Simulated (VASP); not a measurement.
Here is a VASP 6.6.1 calculation.

The input INCAR:

```
SYSTEM = InSb
PREC = Accurate
ENCUT = 450
EDIFF = 1E-7
ISMEAR = -1
SIGMA = 0.05
LREAL = .False.
LASPH = .True.
NELM = 120
ALGO = Normal
ISIF = 2
LWAVE = .False.
LCHARG = .False.
GGA = PE
IBRION = 2
NSW = 80
EDIFFG = -0.02
GGA_COMPAT = .False.
NELMIN = 4
```

The input KPOINTS:

```
regular mesh
0
Gamma
  12 12 12
  0 0 0
```

Contents of POSCAR:

```
InSb
1.0
    0.0000000000      3.3026278931      3.3026278931
    3.3026278931      0.0000000000      3.3026278931
    3.3026278931      3.3026278931      0.0000000000
In Sb
1 1
Direct
    0.0000000000      0.0000000000      0.0000000000
    0.7500000000      0.7500000000      0.7500000000
```

Potentials or basis: VASP PAW PBE potentials, release 64 (In_d, Sb).

Command:

```bash
$ cat potpaw_PBE.64/In_d/POTCAR potpaw_PBE.64/Sb/POTCAR > POTCAR
$ mpirun -np 1 vasp_std > vasp.out
```

(1) What does it give for the band gap on the k mesh?

Answers

(1) zero (filled and empty bands touch).

Caveat: the relaxation stopped at its first step, so nothing moved; spin-orbit coupling is left out, which moves the levels of the heavy elements.
